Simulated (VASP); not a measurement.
Runs of VASP 6.6.1 on LiH. The structure is that of space group P4/mmm (No. 123), or close to it. The cells are those of the table. 

```tsv
task	level	cell	k mesh	cutoff (eV)	smearing	gap on the mesh (eV)
single point	PBE	a = 2.900, b = 2.900, c = 14.000 Å, 2 atoms	6 × 6 × 1	650	gaussian 0.1 eV	1.68
single point	PBE	a = 2.691, b = 2.691, c = 23.800 Å, 2 atoms	6 × 6 × 1	650	gaussian 0.1 eV	1.15
single point	r2SCAN	a = 2.691, b = 2.691, c = 23.800 Å, 2 atoms	10 × 10 × 1	720	gaussian 0.02 eV	1.63
single point	PBE	a = 2.692, b = 2.692, c = 23.800 Å, 2 atoms	10 × 10 × 1	650	gaussian 0.01 eV	(a)
single point	PBE	a = 2.691, b = 2.691, c = 23.800 Å, 2 atoms	10 × 10 × 1	650	gaussian 0.01 eV	1.15
```

Alike in all rows: potentials or basis VASP PAW PBE potentials, release 64 (Li_sv, H); no spin polarisation.

**Question.** Estimate the missing entries.

**Answer.** (a) 1.16.

A k mesh can miss the band edges.
